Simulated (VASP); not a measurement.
Set up this calculation in VASP 6.6.1, as the native input.

```yaml
Task: single point
Functional: PBE
Potentials_or_basis: VASP PAW PBE potentials, release 64 (Ti_sv)
Cutoff: 520 eV
k_mesh: 18 × 18 × 10
Occupations: gaussian, width 0.1 eV
Spin: no spin polarisation
Dipole_correction: no
Further_INCAR_settings: ALGO = Fast; EDIFF = 1e-06; NBANDS = 19
```

The structure of Ti lies in POSCAR:

```
Ti
1.0
    2.8755750301      0.0000000000      0.0000000000
   -1.4377875150      2.4903210266      0.0000000000
    0.0000000000      0.0000000000      4.5574136138
Ti
2
Direct
    0.3333333333      0.6666666667      0.2500000000
    0.6666666667      0.3333333333      0.7500000000
```

These files were run (other wordings do the same):

INCAR

```
  ALGO = Fast
  EDIFF = 1E-6
  ENCUT = 520
  GGA = PE
  ISIF = 2
  ISMEAR = 0
  LASPH = True
  LCHARG = False
  LREAL = False
  LWAVE = False
  NBANDS = 19
  NELM = 100
  PREC = Accurate
  SIGMA = 0.1
```

KPOINTS

```
k-points
0
Gamma
  18 18 10
```

Potentials or basis: VASP PAW PBE potentials, release 64 (Ti_sv).

Launch:

```console
$ cat potpaw_PBE.64/Ti_sv/POTCAR > POTCAR
$ mpirun -np 1 vasp_std > vasp.out
```

It gave:

```
Pressure               : 7.3 GPa
Band gap on the k mesh : zero (bands 12 and 13 overlap by 1.13 eV)
```

Caveat: the cell stands under pressure.

It took 13 min on 1 thread of AMD EPYC 7R43 64-Core Processor (Zen 3), on a shared host, peak memory 0.2 GiB.
